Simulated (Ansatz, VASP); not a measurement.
## BaTiO3 in VASP and in Ansatz

```
CELL_PARAMETERS angstrom
3.69769 0.00000 0.00000
0.00000 3.69769 0.00000
0.00000 0.00000 3.85851
ATOMIC_POSITIONS crystal
Ba 0.00000 0.00000 0.00000
Ti 0.50000 0.50000 0.50000
O 0.50000 0.50000 0.00000
O 0.50000 0.00000 0.50000
O 0.00000 0.50000 0.50000
```

Change from the starting cell: strain -0.080 along x and y, -0.040 along z, atoms carried along.

Alike in both runs: task single point; functional PBE; k mesh 8 × 8 × 8; occupations gaussian, width 0.05 eV; no spin polarisation.

```csv
,VASP,Ansatz
version,VASP 6.6.1,Ansatz 0.2.0
potentials or method,"VASP PAW PBE potentials, release 64 (Ba_sv, Ti_sv, O), cutoff 520 eV","scalar-relativistic, plane waves, PAW"
valence electrons in the cell,40,40
```

|  | VASP | Ansatz | Ansatz less VASP |
| --- | --- | --- | --- |
| gap on the k mesh at the Fermi level (eV) | 1.91 | 1.95 | +0.039 |
| least direct gap on the mesh (eV) | 1.91 | 1.95 | +0.039 |
| pressure (GPa) | 58.2 | 54.5 | -3.71 |
| traceless stress, the component that is largest in VASP (GPa) | -12.30 | -11.97 | +0.331 |

Both programs put the cell under a high pressure, so it lies far from rest at this level.

Spin-orbit coupling is off throughout.
